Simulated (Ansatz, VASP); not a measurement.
## Two plane-wave programs on SrO

The input INCAR:

```
PREC = Accurate
ENCUT = 520
EDIFF = 1E-6
ISMEAR = 0
SIGMA = 0.05
LREAL = False
LASPH = True
NELM = 80
ALGO = Normal
ISIF = 2
LWAVE = False
LCHARG = False
GGA = CA
NBANDS = 24
```

KPOINTS

```
regular mesh
0
Gamma
  9 9 8
```

Contents of POSCAR:

```
SrO
1.0
    0.0000000000     -2.5954896281     -2.5954896281
   -2.5954896281      0.0000000000     -2.5954896281
    2.5954896281      2.5954896281     -5.1909792562
Sr O
2 2
Direct
   -0.0016350892     -0.0016350892     -0.0016350892
    0.4983649108      0.4983649108      0.4983649108
    0.7589547170      0.7589547170      0.7589547170
    0.2589547170      0.2589547170      0.2589547170
```

Input for Ansatz:

```yaml
crystal:
  lattice:
    - [0.0, -2.5954896281, -2.5954896281]
    - [-2.5954896281, 0.0, -2.5954896281]
    - [2.5954896281, 2.5954896281, -5.1909792562]
  atoms:
    - { symbol: Sr, position: [-0.0016350892, -0.0016350892, -0.0016350892] }
    - { symbol: Sr, position: [0.4983649108, 0.4983649108, 0.4983649108] }
    - { symbol: O, position: [0.758954717, 0.758954717, 0.758954717] }
    - { symbol: O, position: [0.258954717, 0.258954717, 0.258954717] }
basis:
  ecutwfc: 520.0
kpoints:
  mp_grid: { grid: [9, 9, 8] }
hamiltonian:
  xc: lda
  pseudopotentials: { kind: paw }
scf:
  occupations: { method: gaussian, width: 0.05 }
output:
  forces: true
  stress: true
  eigenvalues: true
```

Change from the starting cell: mode 8 frozen in at -0.091 Å, equal normal strain along x, y and z +0.0250.

Alike in both runs: task single point; functional LDA; k mesh 9 × 9 × 8; occupations gaussian, width 0.05 eV; no spin polarisation.

|  | VASP | Ansatz |
| --- | --- | --- |
| version | VASP 6.6.1 | Ansatz 0.2.0 |
| potentials or method | VASP PAW LDA potentials, release 64 (Sr_sv, O), cutoff 520 eV | scalar-relativistic, plane waves, PAW |
| valence electrons in the cell | 32 | 32 |

|  | VASP | Ansatz | Ansatz less VASP |
| --- | --- | --- | --- |
| gap on the k mesh at the Fermi level (eV) | 3.21 | 3.27 | +0.055 |
| least direct gap on the mesh (eV) | 3.31 | 3.35 | +0.047 |
| pressure (GPa) | -5.7 | -6.3 | -0.61 |
| traceless stress, the component that is largest in VASP (GPa) | 0.79 | 0.75 | -0.049 |
| rms of the force components (eV/Å) | 0.112 | 0.103 | -0.0093 |

LDA's correlation is that of Perdew and Zunger in VASP and of Perdew and Wang (1992) in Ansatz. Atom by atom the forces differ by 0.009 eV/Å (rms over components).
